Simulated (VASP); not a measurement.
The system is P.

```
CELL_PARAMETERS angstrom
2.42469 0.00000 0.00000
0.00000 2.43854 0.00000
-0.02031 0.00000 4.85243
ATOMIC_POSITIONS crystal
P 0.00169 0.99232 0.75601
P 0.99494 0.99995 0.24382
```

Base run:

* Program: VASP 6.6.1
* Functional: r2SCAN
* Potentials or basis: VASP PAW PBE potentials, release 64 (P)
* Cutoff: 520 eV
* k mesh: 8 × 8 × 4
* Occupations: fermi-dirac, width 0.05 eV
* Spin: no spin polarisation

Its results: band gap on the k mesh zero (bands 5 and 6 overlap by 10.41 eV); pressure 0.8 GPa; largest force 0.123 eV/Å.

The run is repeated on the same cell with these changes: k mesh from 8 × 8 × 4 to 12 × 12 × 6. What comes out?

Band gap on the k mesh zero (bands 5 and 6 overlap by 10.41 eV); pressure -0.2 GPa; largest force 0.126 eV/Å.

Caveats: the PAW data sets were made with another functional, which shifts forces and pressure a little.
